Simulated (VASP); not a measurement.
Runs of VASP 6.6.1 on Bi. The structure is that of space group P6/mmm (No. 191), or close to it. The cells are those of the table. This isn't the form of Bi at room conditions, which is rhombohedral.

```tsv
cell	gap on the mesh (eV)	pressure (GPa)
a = 5.549, b = 5.549, c = 3.260 Å, angles 90.0, 90.0, 120.0°, 3 atoms	none	8.0
a = 6.014, b = 6.014, c = 3.533 Å, angles 90.0, 90.0, 120.0°, 3 atoms	none	-4.1
a = 5.867, b = 5.867, c = 3.447 Å, angles 90.0, 90.0, 120.0°, 3 atoms	none	-1.7
a = 5.632, b = 5.632, c = 3.309 Å, angles 90.0, 90.0, 120.0°, 3 atoms	none	(b)
a = 5.713, b = 5.713, c = 3.356 Å, angles 90.0, 90.0, 120.0°, 3 atoms	none	(a)
```

Alike in all rows: task single point; level RPBE; potentials or basis VASP PAW PBE potentials, release 64 (Bi_d); no spin polarisation; k mesh 7 × 7 × 10; cutoff (eV) 520; smearing fermi-dirac 0.1 eV.

Fill in the values left out.

(a) 2.1; (b) 4.7.

Caveats: the PAW data sets were made with another functional, which shifts forces and pressure a little; spin-orbit coupling is left out, which moves the levels of the heavy elements; the cell stands under pressure (at least some runs); the cell stands under tension (at least some runs).

A k mesh can miss the band edges, and the runs leave out spin-orbit coupling on Bi.

A gap of «none» marks levels without a gap at the run's occupations.
